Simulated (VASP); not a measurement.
# FeGe (P6/mmm) in VASP: settings compared, part 2 of 2

VASP 6.6.1.

## (4) Single point, PBE, collinear spin, ferromagnetic start

This run uses another cell than the first one, of 15.73 Å³/atom, 1.082 times its volume.

The input, INCAR:

```
SYSTEM = FeGe
PREC = Accurate
ENCUT = 520
EDIFF = 1E-6
ISMEAR = -1
SIGMA = 0.05
LREAL = .False.
LASPH = .True.
NELM = 150
ALGO = Normal
ISIF = 2
LWAVE = .False.
LCHARG = .True.
ISPIN = 2
MAGMOM = 0 0 0 3 3 3
LORBIT = 11
LMAXMIX = 4
GGA = PE
LELF = .True.
LVHAR = .True.
NBANDS = 46
```

The input, KPOINTS:

```
regular mesh
0
Gamma
  6 6 7
  0 0 0
```

The input, POSCAR:

```
FeGe
1.0
    5.0956194229      0.0000000000      0.0000000000
   -2.5478097115      4.4129358683      0.0000000000
    0.0000000000      0.0000000000      4.1964830465
Ge Fe
3 3
Direct
    0.6666666667      0.3333333333      0.5000000000
    0.3333333333      0.6666666667      0.5000000000
    0.0000000000      0.0000000000      0.0000000000
    0.0000000000      0.5000000000      0.0000000000
    0.5000000000      0.5000000000      0.0000000000
    0.5000000000      0.0000000000      0.0000000000
```

Potentials or basis: VASP PAW PBE potentials, release 64 (Ge_d, Fe).

Run with:

```
$ cat potpaw_PBE.64/Ge_d/POTCAR potpaw_PBE.64/Fe/POTCAR > POTCAR
$ mpirun -np 1 vasp_std > vasp.out
```

OUTCAR:

```text
SYSTEM = FeGe
   PREC = Accurate
   ENCUT = 520
   EDIFF = 1E-6
   ISMEAR = -1
   LREAL = .False.
   LASPH = .True.
   NELM = 150
   ISIF = 2
   ISPIN = 2
   LORBIT = 11
   GGA = PE

 ion  position               nearest neighbor table
   1  0.667  0.333  0.500-   4 2.56   4 2.56   6 2.56   6 2.56   5 2.56   5 2.56
   2  0.333  0.667  0.500-   4 2.56   4 2.56   6 2.56   6 2.56   5 2.56   5 2.56
   3  0.000  0.000  0.000-   6 2.55   6 2.55   5 2.55   5 2.55   4 2.55   4 2.55
   4  0.000  0.500  0.000-   5 2.55   5 2.55   6 2.55   6 2.55   3 2.55   3 2.55   2 2.56   2 2.56
                             1 2.56   1 2.56
   5  0.500  0.500  0.000-   4 2.55   4 2.55   3 2.55   3 2.55   6 2.55   6 2.55   2 2.56   2 2.56
                             1 2.56   1 2.56
   6  0.500  0.000  0.000-   3 2.55   3 2.55   4 2.55   4 2.55   5 2.55   5 2.55   2 2.56   2 2.56
                             1 2.56   1 2.56

  LATTYP: Found a hexagonal cell.
 ALAT       =     5.0956194229
 C/A-ratio  =     0.8235471879

  Lattice vectors:

 A1 = (   5.0956194229,   0.0000000000,   0.0000000000)
 A2 = (  -2.5478097115,   4.4129358683,   0.0000000000)
 A3 = (   0.0000000000,   0.0000000000,   4.1964830465)

Analysis of symmetry for initial positions (statically):
=====================================================================
 Subroutine PRICEL returns:
 Original cell was already a primitive cell.

 Routine SETGRP: Setting up the symmetry group for a
 hexagonal supercell.

 Subroutine GETGRP returns: Found 24 space group operations
 (whereof 24 operations were pure point group operations)
 out of a pool of 24 trial point group operations.

The static configuration has the point symmetry D_6h.

Analysis of symmetry for dynamics (positions and initial velocities):
=====================================================================
 Subroutine PRICEL returns:
 Original cell was already a primitive cell.

 Routine SETGRP: Setting up the symmetry group for a
 hexagonal supercell.

 Subroutine GETGRP returns: Found 24 space group operations
 (whereof 24 operations were pure point group operations)
[... 186 lines left out ...]
      4     -18.6575      1.00000
      5     -18.6575      1.00000
      6     -18.6222      1.00000
[... 1141 lines left out ...]
     44      13.3443      0.00000
     45      14.2251      0.00000

 [... further k-points ...]

 spin component 2

 k-point     1 :       0.0000    0.0000    0.0000
  band No.  band energies     occupation
      1     -18.7943      1.00000
      2     -18.7320      1.00000
      3     -18.7320      1.00000
      4     -18.6647      1.00000
      5     -18.6647      1.00000
      6     -18.6294      1.00000
[... 1141 lines left out ...]
     44      13.6377      0.00000
     45      14.5541      0.00000

 [... further k-points ...]

 [bands above 45 left out]

------------------------ aborting loop because EDIFF is reached ----------------------------------------

  FORCE on cell =-STRESS in cart. coord.  units (eV):
  Direction    XX          YY          ZZ          XY          YZ          ZX
  --------------------------------------------------------------------------------------
  -------------------------------------------------------------------------------------
  Total       -5.3570469     -5.3570469     -5.2323253      0.0000000      0.0000000      0.0000000
  in kB      -90.9548700    -90.9548700    -88.8372780      0.0000000      0.0000000      0.0000000
  external PRESSURE =     -90.2490060 kB  Pullay stress =       0.0000000 kB

 VOLUME and BASIS-vectors are now :
 -----------------------------------------------------------------------------
  energy-cutoff  :      520.00
  volume of cell :       94.36
      direct lattice vectors                 reciprocal lattice vectors
     5.095619423  0.000000000  0.000000000     0.196246995  0.113303255  0.000000000
    -2.547809711  4.412935868  0.000000000     0.000000000  0.226606511  0.000000000
     0.000000000  0.000000000  4.196483047     0.000000000  0.000000000  0.238294779

 POSITION                                       TOTAL-FORCE (eV/Angst)
 -----------------------------------------------------------------------------------
      2.54781      1.47098      2.09824         0.000000      0.000000      0.000000
     -0.00000      2.94196      2.09824        -0.000000      0.000000     -0.000000
      0.00000      0.00000      0.00000        -0.000000      0.000000     -0.000000
     -1.27390      2.20647      0.00000        -0.000000      0.000000     -0.000000
      1.27390      2.20647      0.00000        -0.000000      0.000000     -0.000000
      2.54781      0.00000      0.00000        -0.000000      0.000000     -0.000000
 -----------------------------------------------------------------------------------
    total drift:                               -0.000000      0.000000     -0.000000

  FREE ENERGIE OF THE ION-ELECTRON SYSTEM (eV)
  ---------------------------------------------------
  free  energy   TOTEN  =       -38.7916024298 eV

  energy  without entropy=      -38.7442749282  energy(sigma->0) =      -38.76793868

 total charge

# of ion       s       p       d       tot
------------------------------------------
    1        1.130   1.114  10.055  12.299
    2        1.130   1.114  10.055  12.299
    3        1.155   1.082  10.036  12.273
    4        0.405   0.492   6.336   7.233
    5        0.405   0.492   6.336   7.233
    6        0.405   0.492   6.336   7.233
--------------------------------------------------
tot          4.632   4.785  49.153  58.570

 magnetization (x)

# of ion       s       p       d       tot
------------------------------------------
    1       -0.002  -0.064  -0.001  -0.067
    2       -0.002  -0.064  -0.001  -0.067
    3        0.002  -0.107   0.004  -0.101
    4        0.005  -0.001   1.796   1.800
    5        0.005  -0.001   1.796   1.800
    6        0.005  -0.001   1.796   1.800
--------------------------------------------------
tot          0.011  -0.239   5.392   5.164
```

OSZICAR:

```text
N       E                     dE             d eps       ncg     rms          rms(c)
DAV:   1     0.664237058948E+03    0.66424E+03   -0.28497E+04  6216   0.354E+03
DAV:   2     0.878373503573E+02   -0.57640E+03   -0.54068E+03  5152   0.819E+02
DAV:   3    -0.331893769895E+02   -0.12103E+03   -0.11513E+03  5194   0.226E+02
DAV:   4    -0.418022348007E+02   -0.86129E+01   -0.84908E+01  6054   0.695E+01
DAV:   5    -0.419905624227E+02   -0.18833E+00   -0.18818E+00  5792   0.110E+01    0.205E+01
DAV:   6    -0.471213219689E+02   -0.51308E+01   -0.54442E+01  6112   0.676E+01    0.291E+01
DAV:   7    -0.389008333186E+02    0.82205E+01   -0.23229E+01  5974   0.500E+01    0.473E+00
DAV:   8    -0.388629686776E+02    0.37865E-01   -0.18654E+00  5684   0.683E+00    0.305E+00
DAV:   9    -0.387864728056E+02    0.76496E-01   -0.23182E-01  6096   0.455E+00    0.112E+00
DAV:  10    -0.387866547598E+02   -0.18195E-03   -0.21281E-02  6116   0.126E+00    0.460E-01
DAV:  11    -0.387896148335E+02   -0.29601E-02   -0.44073E-03  6870   0.697E-01    0.449E-01
DAV:  12    -0.387901039814E+02   -0.48915E-03   -0.95506E-04  6440   0.251E-01    0.333E-01
DAV:  13    -0.387911491834E+02   -0.10452E-02   -0.16361E-03  6780   0.387E-01    0.277E-01
DAV:  14    -0.387915378416E+02   -0.38866E-03   -0.13131E-03  6908   0.298E-01    0.123E-01
DAV:  15    -0.387915926981E+02   -0.54857E-04   -0.31093E-04  6852   0.170E-01    0.407E-02
DAV:  16    -0.387915994407E+02   -0.67426E-05   -0.40242E-05  5772   0.553E-02    0.187E-02
DAV:  17    -0.387916016683E+02   -0.22276E-05   -0.74128E-06  6132   0.253E-02    0.640E-03
DAV:  18    -0.387916024298E+02   -0.76146E-06   -0.12719E-06  3772   0.840E-03
   1 F= -.38791602E+02 E0= -.38767939E+02  d E =-.473275E-01  mag=     5.0858
```

stdout:

```text
POSCAR found type information on POSCAR GeFe
 POSCAR found :  2 types and       6 ions
 scaLAPACK will be used
 LDA part: xc-table for (Slater+PW92), standard interpolation
 POSCAR, INCAR and KPOINTS ok, starting setup
 FFT: planning ... GRIDC
 FFT: planning ... GRID_SOFT
 FFT: planning ... GRID
 WAVECAR not read
 entering main loop
```

Wall time 4 min (1 thread of AMD EPYC 7R13 (Zen 3), shared host); peak memory 0.32 GiB.

Results:

```
Free energy                                           : -38.7916 eV
Pressure                                              : -9.0 GPa
Net moment                                            : 5.08 μB per cell
Site moments                                          : Ge -0.07, -0.10; Fe +1.80 μB
Valence electrons inside the program's atomic spheres : Ge 12.30, 12.27; Fe 7.23
```

## (5) Single point, PBEsol, collinear spin, ferromagnetic start

This run uses another cell than the first one, of 15.73 Å³/atom, 1.082 times its volume.

The input, INCAR:

```
ALGO = Normal ; EDIFF = 1E-7
ENCUT = 520 ; GGA = PS
ISIF = 2 ; ISMEAR = -1
ISPIN = 2 ; LASPH = T
LCHARG = T ; LELF = T
LMAXMIX = 4 ; LORBIT = 11
LREAL = F ; LVHAR = T
LWAVE = F ; MAGMOM = 0 0 0 3 3 3
NBANDS = 46 ; NELM = 150
PREC = Accurate ; SIGMA = 0.05
```

The input, KPOINTS:

```
k-points
0
Gamma
  6 6 7
```

POSCAR is that of step 4.

Run with:

```
$ cat potpaw_PBE.64/Ge_d/POTCAR potpaw_PBE.64/Fe/POTCAR > POTCAR
$ mpirun -np 1 vasp_std > vasp.out
```

It took 8.2 min on 1 thread of AMD EPYC 7R43 (Zen 3), shared host; peak memory 0.33 GiB.

The run converged. Its results:

```yaml
Free_energy: -42.1468 eV
Pressure: -15.1 GPa
Net_moment: 4.81 μB per cell
Site_moments: Ge -0.07, -0.10; Fe +1.70 μB
Valence_electrons_inside_the_program's_atomic_spheres: Ge 12.29, 12.26; Fe 7.24
```

Stress tensor (GPa, compression positive):
```
-15.27   0.00   0.00
  0.00 -15.27   0.00
  0.00   0.00 -14.80
```

Levels at points of the mesh, in eV from the Fermi level:
Spin up:
| k point | band 32 | band 33 | band 34 | band 35 | band 36 | band 37 | band 38 | band 39 | band 40 | band 41 |
| --- | --- | --- | --- | --- | --- | --- | --- | --- | --- | --- |
| (0.00, 0.00, 0.00) | -1.39 | -1.38 | -1.38 | -0.53 | -0.07 | 0.94 | 0.94 | 2.58 | 2.77 | 4.01 |
| (0.50, 0.00, 0.00) | -1.43 | -1.38 | 0.20 | 0.29 | 0.67 | 1.20 | 1.27 | 2.62 | 3.19 | 3.22 |
Spin down:
```csv
k point,band 29,band 30,band 31,band 32,band 33,band 34
"(0.00, 0.00, 0.00)",-1.22,0.32,0.32,0.44,0.58,0.58
"(0.50, 0.00, 0.00)",-0.62,-0.26,-0.26,0.29,0.55,1.23
```

Caveat: the PAW data sets were made with another functional, which shifts forces and pressure a little.

## (6) Single point, PBEsol, collinear spin, ferromagnetic start

This run uses another cell than the first one, of 13.79 Å³/atom, 0.949 times its volume.

The input, INCAR:

```
ALGO = Normal
EDIFF = 1E-6
ENCUT = 520
GGA = PS
ISIF = 2
ISMEAR = -1
ISPIN = 2
LASPH = True
LCHARG = False
LMAXMIX = 4
LORBIT = 11
LREAL = False
LWAVE = False
MAGMOM = 0 0 0 3 3 3
NBANDS = 46
NELM = 150
PREC = Accurate
SIGMA = 0.05
```

KPOINTS is that of step 5.

Changes to POSCAR since step 5:

```diff
@@ -2,5 +2,5 @@
 1.0
-    5.0956194229      0.0000000000      0.0000000000
-   -2.5478097115      4.4129358683      0.0000000000
-    0.0000000000      0.0000000000      4.1964830465
+    4.8969677789      0.0000000000      0.0000000000
+   -2.4484838894      4.2408984980      0.0000000000
+    0.0000000000      0.0000000000      3.9850959422
 Ge Fe
```

Potentials or basis: VASP PAW PBE potentials, release 64 (Ge_d, Fe).

Run with:

```
$ cat potpaw_PBE.64/Ge_d/POTCAR potpaw_PBE.64/Fe/POTCAR > POTCAR
$ mpirun -np 1 vasp_std > vasp.out
```

It took 4.2 min on 1 thread of Oxide Virtual Turin-like, shared host; peak memory 0.28 GiB.

The run converged. Its results:

```
Free energy                                           : -42.7858 eV
Pressure                                              : 0.1 GPa
Net moment                                            : 3.90 μB per cell
Site moments                                          : Ge -0.05, -0.07; Fe +1.36 μB
Valence electrons inside the program's atomic spheres : Ge 12.46, 12.38; Fe 7.54
```

Levels at points of the mesh, in eV from the Fermi level:
Spin up:
```csv
k point,band 31,band 32,band 33,band 34,band 35,band 36,band 37,band 38
"(0.00, 0.00, 0.00)",-1.38,-1.16,-1.11,-1.11,0.04,0.40,1.51,1.51
"(0.50, 0.00, 0.00)",-1.69,-1.21,-1.12,0.66,0.69,1.18,1.63,2.22
```
Spin down:
```
           k point  band 29  band 30  band 31  band 32  band 33  band 34
(0.00, 0.00, 0.00)    -1.60     0.21     0.21     0.36     0.47     0.47
(0.50, 0.00, 0.00)    -0.90    -0.50    -0.38     0.20     0.45     1.58
```

Caveat: the PAW data sets were made with another functional, which shifts forces and pressure a little.

## (7) The runs side by side

```tsv
level	cell	gap on the mesh (eV)	pressure (GPa)	moment (μB)
PBE	a = 4.964, b = 4.964, c = 4.088 Å, angles 90.0, 90.0, 120.0°, 6 atoms	none	-1.2	4.23
PBE	a = 4.998, b = 4.998, c = 4.116 Å, angles 90.0, 90.0, 120.0°, 6 atoms	none	-3.9	4.31
PBE	a = 5.096, b = 5.096, c = 4.196 Å, angles 90.0, 90.0, 120.0°, 6 atoms	none	-9.0	5.08
PBEsol	a = 5.096, b = 5.096, c = 4.196 Å, angles 90.0, 90.0, 120.0°, 6 atoms	none	-15.1	4.81
PBEsol	a = 4.897, b = 4.897, c = 3.985 Å, angles 90.0, 90.0, 120.0°, 6 atoms	none	0.1	3.90
```

Alike in all rows: task single point; potentials or basis VASP PAW PBE potentials, release 64 (Ge_d, Fe); spin collinear, ferromagnetic start; k mesh 6 × 6 × 7; cutoff (eV) 520; smearing fermi-dirac 0.05 eV.

Caveats: the PAW data sets were made with another functional, which shifts forces and pressure a little (some runs).

Total energies depend on the potentials used, so only differences within one code and one set of settings carry meaning.
